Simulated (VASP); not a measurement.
# W6C (Im-3m) in VASP: a series of runs

Runs on W6C. Level: PBE. Tasks: single point, relaxation of cell and atoms.

Program: VASP 6.6.1. These are calculated values, not measurements. Logs are shortened: lines on timing, memory, paths and dates and some standing lists are left out, and cuts for length are marked.

## 1. The cell of the first run

Symmetry: Im-3m, No. 229, cubic system. Conventional cell: a = 6.358 Å, b = 6.358 Å, c = 6.358 Å, α = 90.00°, β = 90.00°, γ = 90.00°. W (site symmetry 4mm) has 1 C at 1.98 Å and 1 W at 2.39 Å within 2.6 Å. Within 2.6 Å of C (site symmetry m-3m) lie 6 W at 1.98 Å.

## 2. Single point, PBE

Contents of INCAR:

```
SYSTEM = W6C
ALGO = Normal ; EDIFF = 1E-6
ENCUT = 520 ; GGA = PE
ISIF = 2 ; ISMEAR = 0
LASPH = .TRUE. ; LCHARG = .TRUE.
LELF = .TRUE. ; LREAL = .FALSE.
LVHAR = .TRUE. ; LWAVE = .FALSE.
NBANDS = 53 ; NELM = 100
PREC = Accurate ; SIGMA = 0.1
```

Contents of KPOINTS:

```
k-points
0
G
  8 8 8
  0 0 0
```

Contents of POSCAR:

```
W6C
1.0
   -3.1790990909      3.1790990909      3.1790990909
    3.1790990909     -3.1790990909      3.1790990909
    3.1790990909      3.1790990909     -3.1790990909
W C
6 1
Direct
    0.6880968322      0.6880968322      0.0000000000
    0.3119031678      0.3119031678      0.0000000000
    0.0000000000      0.3119031678      0.3119031678
    0.0000000000      0.6880968322      0.6880968322
    0.6880968322      0.0000000000      0.6880968322
    0.3119031678      0.0000000000      0.3119031678
    0.0000000000      0.0000000000      0.0000000000
```

Potentials or basis: VASP PAW PBE potentials, release 64 (W_sv, C).

Run with:

```
$ cat potpaw_PBE.64/W_sv/POTCAR potpaw_PBE.64/C/POTCAR > POTCAR
$ mpirun -np 1 vasp_std > vasp.out
```

OUTCAR:

```text
SYSTEM = W6C
   EDIFF = 1E-6
   ENCUT = 520
   GGA = PE
   ISIF = 2
   ISMEAR = 0
   LASPH = .TRUE.
   LREAL = .FALSE.
   NELM = 100
   PREC = Accurate

 ion  position               nearest neighbor table
   1  0.688  0.688  0.000-   7 1.98   2 2.39   6 2.80   4 2.80   5 2.80   3 2.80
   2  0.312  0.312  0.000-   7 1.98   1 2.39   6 2.80   3 2.80   4 2.80   5 2.80
   3  0.000  0.312  0.312-   7 1.98   4 2.39   6 2.80   2 2.80   5 2.80   1 2.80
   4  0.000  0.688  0.688-   7 1.98   3 2.39   1 2.80   2 2.80   5 2.80   6 2.80
   5  0.688  0.000  0.688-   7 1.98   6 2.39   1 2.80   4 2.80   2 2.80   3 2.80
   6  0.312  0.000  0.312-   7 1.98   5 2.39   2 2.80   3 2.80   4 2.80   1 2.80
   7  0.000  0.000  0.000-   1 1.98   2 1.98   3 1.98   4 1.98   5 1.98   6 1.98

  LATTYP: Found a body centered cubic cell.
 ALAT       =     6.3581981818

  Lattice vectors:

 A1 = (  -3.1790990909,   3.1790990909,   3.1790990909)
 A2 = (   3.1790990909,  -3.1790990909,   3.1790990909)
 A3 = (   3.1790990909,   3.1790990909,  -3.1790990909)

Analysis of symmetry for initial positions (statically):
=====================================================================
 Subroutine PRICEL returns:
 Original cell was already a primitive cell.

 Routine SETGRP: Setting up the symmetry group for a
 body centered cubic supercell.

 Subroutine GETGRP returns: Found 48 space group operations
 (whereof 48 operations were pure point group operations)
 out of a pool of 48 trial point group operations.

The static configuration has the point symmetry O_h .

Analysis of symmetry for dynamics (positions and initial velocities):
=====================================================================
 Subroutine PRICEL returns:
 Original cell was already a primitive cell.

 Routine SETGRP: Setting up the symmetry group for a
 body centered cubic supercell.

 Subroutine GETGRP returns: Found 48 space group operations
 (whereof 48 operations were pure point group operations)
 out of a pool of 48 trial point group operations.

The dynamic configuration has the point symmetry O_h .

 Subroutine INISYM returns: Found 48 space group operations
 (whereof 48 operations are pure point group operations),
 and found     1 'primitive' translations

----------------------------------------------------------------------------------------

                                     Primitive cell

  volume of cell :     128.5204

  direct lattice vectors                    reciprocal lattice vectors
    -3.179099091  3.179099091  3.179099091     0.000000000  0.157277262  0.157277262
     3.179099091 -3.179099091  3.179099091     0.157277262  0.000000000  0.157277262
     3.179099091  3.179099091 -3.179099091     0.157277262  0.157277262  0.000000000

  length of vectors
     5.506361148  5.506361148  5.506361148     0.222423637  0.222423637  0.222423637

  position of ions in fractional coordinates (direct lattice)
     0.688096832  0.688096832  0.000000000
     0.311903168  0.311903168  0.000000000
     0.000000000  0.311903168  0.311903168
     0.000000000  0.688096832  0.688096832
     0.688096832  0.000000000  0.688096832
     0.311903168  0.000000000  0.311903168
     0.000000000  0.000000000  0.000000000

  ion indices of the primitive-cell ions
   primitive index   ion index
                 1           1
                 2           2
                 3           3
                 4           4
                 5           5
                 6           6
                 7           7

----------------------------------------------------------------------------------------

 KPOINTS: k-points

Automatic generation of k-mesh.
 Grid dimensions read from file:
 generate k-points for:    8    8    8

 Generating k-lattice:

  Cartesian coordinates                     Fractional coordinates (reciprocal lattice)
     0.000000000  0.019659658  0.019659658     0.125000000  0.000000000  0.000000000
     0.019659658  0.000000000  0.019659658     0.000000000  0.125000000  0.000000000
     0.019659658  0.019659658  0.000000000     0.000000000  0.000000000  0.125000000

  Length of vectors
     0.027802955  0.027802955  0.027802955

  Shift w.r.t. Gamma in fractional coordinates (k-lattice)
     0.000000000  0.000000000  0.000000000

 Subroutine IBZKPT returns following result:
 ===========================================

 Found     29 irreducible k-points:

 Following reciprocal coordinates:
            Coordinates               Weight
  0.000000  0.000000  0.000000      1.000000
  0.125000  0.000000  0.000000     12.000000
  0.250000  0.000000  0.000000     12.000000
  0.375000  0.000000  0.000000     12.000000
  0.500000  0.000000  0.000000      6.000000
  0.125000  0.125000  0.000000     24.000000
[... 16 lines left out ...]
 -0.250000  0.250000  0.250000      6.000000
 -0.375000  0.375000  0.250000     24.000000
 [... further k-points ...]
   k-points           NKPTS =     29   k-points in BZ     NKDIM =     29   number of bands    NBANDS=     53
   number of dos      NEDOS =    301   number of ions     NIONS =      7
   total plane-waves  NPLWV =  74088
   dimension x,y,z NGX =    42 NGY =   42 NGZ =   42
   dimension x,y,z NGXF=    84 NGYF=   84 NGZF=   84
   ions per type =               6   1
   NGX,Y,Z   is equivalent  to a cutoff of  12.68, 12.68, 12.68 a.u.
   NGXF,Y,Z  is equivalent  to a cutoff of  25.36, 25.36, 25.36 a.u.
 SYSTEM =  W6C
   PREC   = accura    normal or accurate (medium, high low for compatibility)
   ISTART =      0    job   : 0-new  1-cont  2-samecut
   ICHARG =      2    charge: 1-file 2-atom 10-const
   ISPIN  =      1    spin polarized calculation?
   LNONCOLLINEAR =      F non collinear calculations
   LSORBIT =      F    spin-orbit coupling
   LASPH  =      T    aspherical Exc in radial PAW
   ENCUT  =  520.0 eV  38.22 Ry    6.18 a.u.  10.24 10.24 10.24*2*pi/ulx,y,z
   NELM   =    100;   NELMIN=  2; NELMDL= -5     # of ELM steps
   EDIFF  = 0.1E-05   stopping-criterion for ELM
   LREAL  =      F    real-space projection
   EDIFFG = 0.1E-04   stopping-criterion for IOM
   NSW    =      0    number of steps for IOM
   IBRION =     -1    ionic relax: 0-MD 1-quasi-New 2-CG
   NFREE  =      0    steps in history (QN), initial steepest desc. (CG)
   ISIF   =      2    stress and relaxation
   ISYM   =      2    0-nonsym 1-usesym 2-fastsym
   POTIM  = 0.5000    time-step for ionic-motion
   TEBEG  =    0.0;   TEEND  =   0.0 temperature during run
   PSTRESS=    0.0 pullay stress
   NELECT =      88.0000    total number of electrons
   NUPDOWN=      -1.0000    fix difference up-down
   EMIN   =  10.00;   EMAX   =-10.00  energy-range for DOS
   EFERMI =   0.00;   METHOD = LEGACY
   ISMEAR =     0;   SIGMA  =   0.10  broadening in eV -4-tet -1-fermi 0-gaus
   EFERMI_NEDOS =   21; number of points for ismear=-14 and -15
   IALGO  =     38    algorithm
   IMIX   =      4    mixing-type and parameters
     AMIX     =   0.40;   BMIX     =  1.00
     AMIX_MAG =   1.60;   BMIX_MAG =  1.00
  volume/ion in A,a.u.               =      18.36       123.90
  Fermi-wavevector in a.u.,A,eV,Ry     =   1.442929  2.726741 28.327934  2.082044
  Thomas-Fermi vector in A             =   2.561394
   LORBIT       =      0    0 simple, 1 ext, 2 COOP (PROOUT), +10 PAW based schemes
   GGA     = PE    functional components
   LHFCALC =     F    Hartree Fock is set to
   AEXX    =    0.0000 exact exchange contribution
   IVDW    =     0    specifies the selected vdW correction
   LEPSILON=     F    determine dielectric tensor
   LRPA    =     F    only Hartree local field effects (RPA)
 non-spin polarized calculation
 Gauss-broadening in eV      SIGMA  =   0.10
  energy-cutoff  :      520.00
  volume of cell :      128.52
 maximum number of plane-waves:      3496
 NGX is ok and might be reduce to    42
   NGX = 21   NGY = 21   NGZ = 21

 number of electron      88.0000009 magnetization

 Free energy of the ion-electron system (eV)
  ---------------------------------------------------
  ext. energy  EPLUGINS =         0.00000000
  ---------------------------------------------------
  free energy    TOTEN  =       -74.03004185 eV

  energy without entropy =      -74.00913369  energy(sigma->0) =      -74.01958777

 E-fermi :   7.9601     XC(G=0): -12.0484

 val. band max:        7.9302817102   @ k =   0.2500   0.1250   0.1250
 cond. band min:       7.9747004994   @ k =   0.5000   0.5000   0.3750
 fundamental gap:      0.0444187893
 Fermi energy:         7.9600618340

 k-point     1 :       0.0000    0.0000    0.0000
  band No.  band energies     occupation
      1     -66.1822      2.00000
      2     -66.1095      2.00000
      3     -66.1095      2.00000
      4     -65.9906      2.00000
      5     -65.9906      2.00000
      6     -65.9906      2.00000
[... 45 lines left out ...]
     52       9.4682      0.00000
     53      11.3844      0.00000

 k-point     2 :       0.1250    0.0000    0.0000
  band No.  band energies     occupation
      1     -66.1785      2.00000
      2     -66.1134      2.00000
      3     -66.1111      2.00000
      4     -65.9927      2.00000
      5     -65.9905      2.00000
      6     -65.9866      2.00000
[... 45 lines left out ...]
     52       9.4895      0.00000
     53      11.2113      0.00000

 k-point     3 :       0.2500    0.0000    0.0000
  band No.  band energies     occupation
      1     -66.1684      2.00000
      2     -66.1220      2.00000
      3     -66.1160      2.00000
      4     -65.9979      2.00000
      5     -65.9905      2.00000
      6     -65.9778      2.00000
[... 45 lines left out ...]
     52       9.5800      0.00000
     53      10.6729      0.00000
[... 1065 lines left out ...]
 k-point    23 :      -0.2500    0.2500    0.2500
  band No.  band energies     occupation
      1     -66.1631      2.00000
      2     -66.1336      2.00000
      3     -66.1106      2.00000
      4     -65.9905      2.00000
      5     -65.9905      2.00000
      6     -65.9842      2.00000
[... 45 lines left out ...]
     52       9.9952      0.00000
     53      10.5782      0.00000

 k-point    24 :      -0.3750    0.3750    0.2500
  band No.  band energies     occupation
      1     -66.1636      2.00000
      2     -66.1302      2.00000
      3     -66.1131      2.00000
      4     -65.9950      2.00000
      5     -65.9906      2.00000
      6     -65.9802      2.00000
[... 45 lines left out ...]
     52      10.1945      0.00000
     53      10.2862      0.00000

 [... further k-points ...]
[... 5 lines left out ...]
  --------------------------------------------------------------------------------------
  -------------------------------------------------------------------------------------
  Total        0.6466247      0.6466247      0.6466247      0.0000000     -0.0000000      0.0000000
  in kB        8.0610327      8.0610327      8.0610327      0.0000000     -0.0000000      0.0000000
  external PRESSURE =       8.0610327 kB  Pullay stress =       0.0000000 kB

 VOLUME and BASIS-vectors are now :
 -----------------------------------------------------------------------------
  energy-cutoff  :      520.00
  volume of cell :      128.52
      direct lattice vectors                 reciprocal lattice vectors
    -3.179099091  3.179099091  3.179099091     0.000000000  0.157277262  0.157277262
     3.179099091 -3.179099091  3.179099091     0.157277262  0.000000000  0.157277262
     3.179099091  3.179099091 -3.179099091     0.157277262  0.157277262  0.000000000

 POSITION                                       TOTAL-FORCE (eV/Angst)
 -----------------------------------------------------------------------------------
      0.00000      0.00000      4.37506        -0.000000     -0.000000      0.052302
      0.00000      0.00000      1.98314         0.000000      0.000000     -0.052302
      1.98314      0.00000      0.00000        -0.052302      0.000000     -0.000000
      4.37506      0.00000      0.00000         0.052302      0.000000     -0.000000
      0.00000      4.37506      0.00000        -0.000000      0.052302     -0.000000
      0.00000      1.98314      0.00000        -0.000000     -0.052302     -0.000000
      0.00000      0.00000      0.00000         0.000000     -0.000000     -0.000000
 -----------------------------------------------------------------------------------
    total drift:                               -0.000000     -0.000000      0.000000

  FREE ENERGIE OF THE ION-ELECTRON SYSTEM (eV)
  ---------------------------------------------------
  free  energy   TOTEN  =       -74.0300418474 eV

  energy  without entropy=      -74.0091336945  energy(sigma->0) =      -74.01958777
```

Run time: 2.1 min. Hardware: 1 thread of Intel Xeon 6975P-C (Granite Rapids), shared host; peak memory 0.32 GiB.

Results:

```
Free energy            : -74.0300 eV
Pressure               : 0.8 GPa
Largest force          : 0.052 eV/Å
Band gap on the k mesh : zero (band 44 reaches 8.21 eV, above the bottom of band 45 at 7.12 eV)
```

Forces on the atoms (eV/Å):
```
W    0.000  0.000  0.052
W    0.000  0.000 -0.052
W   -0.052  0.000  0.000
W    0.052  0.000  0.000
W    0.000  0.052  0.000
W    0.000 -0.052  0.000
C    0.000  0.000  0.000
```

Caveat: spin-orbit coupling is left out, which moves the levels of the heavy elements.

## 3. Relaxation of cell and atoms, PBE

Contents of INCAR:

```
SYSTEM = W6C
  PREC = Accurate
  ENCUT = 600
  EDIFF = 1E-7
  ISMEAR = 0
  SIGMA = 0.1
  LREAL = .FALSE.
  LASPH = .TRUE.
  NELM = 100
  ALGO = Normal
  ISIF = 3
  LWAVE = .FALSE.
  LCHARG = .FALSE.
  GGA = PE
  IBRION = 2
  NSW = 100
  EDIFFG = -0.01
```

Contents of KPOINTS:

```
regular mesh
0
G
  8 8 8
  0 0 0
```

Contents of POSCAR:

```
W6C
1.0
   -3.1800597097      3.1800597097      3.1800597097
    3.1800597097     -3.1800597097      3.1800597097
    3.1800597097      3.1800597097     -3.1800597097
W C
6 1
Direct
    0.6883574241      0.6883574241      0.0000000000
    0.3116425759      0.3116425759      0.0000000000
    0.0000000000      0.3116425759      0.3116425759
    0.0000000000      0.6883574241      0.6883574241
    0.6883574241      0.0000000000      0.6883574241
    0.3116425759      0.0000000000      0.3116425759
    0.0000000000      0.0000000000      0.0000000000
```

Potentials or basis: VASP PAW PBE potentials, release 64 (W_sv, C).

Run with:

```
$ cat potpaw_PBE.64/W_sv/POTCAR potpaw_PBE.64/C/POTCAR > POTCAR
$ mpirun -np 1 vasp_std > vasp.out
```

Wall time 13 min (1 thread of Intel Xeon Platinum 8488C (Sapphire Rapids), shared host); peak memory 0.43 GiB.

Results (log left out):

```yaml
Free_energy: -74.0342 eV
Relaxed_volume: 18.46 Å³/atom
Relaxed_cell: a = 5.516 Å, b = 5.516 Å, c = 5.516 Å, α = 109.47°, β = 109.47°, γ = 109.47°
Space_group_after_relaxing_to_0.05_Å: Im-3m (No. 229)
Energy_gained_by_relaxing: 0.2 meV/atom
Ionic_steps: 5
Pressure_after_relaxing: 0.0 GPa
Band_gap_on_the_k_mesh: zero (band 44 reaches 8.13 eV, above the bottom of band 45 at 7.07 eV)
```

The path:
| step | energy change (eV) | largest force (eV/Å) | pressure (GPa) | volume (Å³) |
| --- | --- | --- | --- | --- |
| 1 | 0.0000 | 0.0127 | 0.77 | 128.64 |
| 2 | 0.0053 | 0.1535 | -1.71 | 130.29 |
| 3 | -0.0012 | 0.0382 | 0.01 | 129.13 |
| 4 | -0.0013 | 0.0247 | -0.01 | 129.23 |
| 5 | -0.0013 | 0.0003 | 0.00 | 129.19 |

Final structure:
```cif
data_structure
_symmetry_space_group_name_H-M 'P 1'
_symmetry_Int_Tables_number 1
_cell_length_a 5.5159
_cell_length_b 5.5159
_cell_length_c 5.5159
_cell_angle_alpha 109.471
_cell_angle_beta 109.471
_cell_angle_gamma 109.471
_cell_volume 129.19
loop_
_atom_site_label
_atom_site_type_symbol
_atom_site_fract_x
_atom_site_fract_y
_atom_site_fract_z
_atom_site_occupancy
W1 W 0.68848 0.68848 0.00000 1
W2 W 0.31152 0.31152 0.00000 1
W3 W 0.00000 0.31152 0.31152 1
W4 W 0.00000 0.68848 0.68848 1
W5 W 0.68848 0.00000 0.68848 1
W6 W 0.31152 0.00000 0.31152 1
C1 C 0.00000 0.00000 0.00000 1
```

Levels at points of the mesh, in eV from the Fermi level:
```tsv
k point	band 42	band 43	band 44	band 45	band 46	band 47
(0.00, 0.00, 0.00)	-1.00	-0.37	-0.37	-0.37	-0.10	0.15
(0.50, 0.00, 0.00)	-0.80	-0.76	0.19	0.66	0.68	1.16
(0.50, 0.50, 0.50)	-1.42	-0.82	-0.82	-0.82	-0.53	0.38
```

Caveat: spin-orbit coupling is left out, which moves the levels of the heavy elements.
